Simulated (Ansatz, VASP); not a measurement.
# NaTiPt2: VASP beside Ansatz

```
CELL_PARAMETERS angstrom
5.08951 0.00000 0.00000
0.00000 5.08951 0.00000
0.00000 0.00000 2.70378
ATOMIC_POSITIONS crystal
Na 0.00000 0.00000 0.50000
Ti 0.50000 0.50000 0.00000
Pt 0.00000 0.50000 0.50000
Pt 0.50000 0.00000 0.50000
```

Alike in both runs: functional PBE; k mesh 10 × 10 × 16; occupations gaussian, width 0.1 eV; no spin polarisation.

Ansatz relaxed the structure, and its values are those at the end. VASP's run is a single point on that final structure, the one shown.

|  | VASP | Ansatz |
| --- | --- | --- |
| version | VASP 6.6.1 | Ansatz 0.2.0 |
| potentials or method | VASP PAW PBE potentials, release 64 (Na_pv, Ti_sv, Pt), cutoff 500 eV | scalar-relativistic, plane waves, PAW |
| valence electrons in the cell | 39 | 57 |

```tsv
	VASP	Ansatz	Ansatz less VASP
gap on the k mesh at the Fermi level (eV)	none	none	-
pressure (GPa)	0.0	0.0	+0.03
```

A gap of «none» marks a metal or a gap that the smearing closes. The functional is the same, so the differences come from potentials, cutoffs and numerics. VASP's potentials hold 39 valence electrons a cell and Ansatz's 57, so a difference there can come from the potentials and not from the codes.

Neither program's run includes spin-orbit coupling.
